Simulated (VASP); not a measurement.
# La4ZrO: single point with PBE

Crystal: La4ZrO.

```
CELL_PARAMETERS angstrom
0.00000 4.48407 4.48407
4.48407 0.00000 4.48407
4.48407 4.48407 0.00000
ATOMIC_POSITIONS crystal
La 0.62466 0.62466 0.12601
La 0.62466 0.12601 0.62466
La 0.12601 0.62466 0.62466
La 0.62466 0.62466 0.62466
Zr 0.25000 0.25000 0.25000
O 0.00000 0.00000 0.00000
```

The cell was built from a structure type or drawn by symmetry, and may not be a known phase.

```json
{
  "Program": "VASP 6.6.1",
  "Task": "single point",
  "Functional": "PBE",
  "Potentials or basis": "VASP PAW PBE potentials, release 64 (La, Zr_sv, O)",
  "Cutoff": "520 eV",
  "k mesh": "4 × 4 × 4",
  "Occupations": "gaussian, width 0.1 eV",
  "Spin": "collinear spin",
  "Starting moments": "[0.0, 0.0, 0.0, 0.0, 1.0, 0.0] μB"
}
```

- Pressure: 0.2 GPa
- Largest force: 0.044 eV/Å
- Net moment: 0.88 μB per cell
- Site moments: La +0.02; Zr +0.38; O +0.02 μB
- Valence electrons inside the program's atomic spheres: La 8.87; Zr 9.68; O 4.70

Forces on the atoms (eV/Å):
```
La   0.026  0.026 -0.026
La   0.026 -0.026  0.026
La  -0.026  0.026  0.026
La  -0.026 -0.026 -0.026
Zr   0.000  0.000  0.000
O    0.000  0.000  0.000
```

Levels at points of the mesh, in eV from the Fermi level:
Spin up:
```
           k point  band 29  band 30  band 31  band 32  band 33  band 34
(0.00, 0.00, 0.00)    -1.34    -0.37    -0.37     0.14     0.14     0.14
(0.50, 0.00, 0.00)    -0.60    -0.46    -0.46    -0.12     0.27     0.27
(0.50, 0.50, 0.00)    -0.48    -0.48    -0.45     0.01     0.45     0.45
```
Spin down:
```tsv
k point	band 27	band 28	band 29	band 30	band 31	band 32	band 33	band 34	band 35	band 36
(0.00, 0.00, 0.00)	-1.30	-1.30	-1.30	-0.19	-0.19	0.26	0.26	0.26	1.12	1.12
(0.50, 0.00, 0.00)	-0.62	-0.62	-0.48	-0.18	-0.18	-0.02	0.44	0.44	1.15	1.24
(0.50, 0.50, 0.00)	-0.80	-0.56	-0.38	-0.38	-0.24	0.44	0.50	0.54	0.54	1.38
```

Run time: 10 min on 1 thread of Intel Xeon 8259CL, on a shared host, peak memory 0.48 GiB.

Caveat: spin-orbit coupling is left out, which moves the levels of the heavy elements.
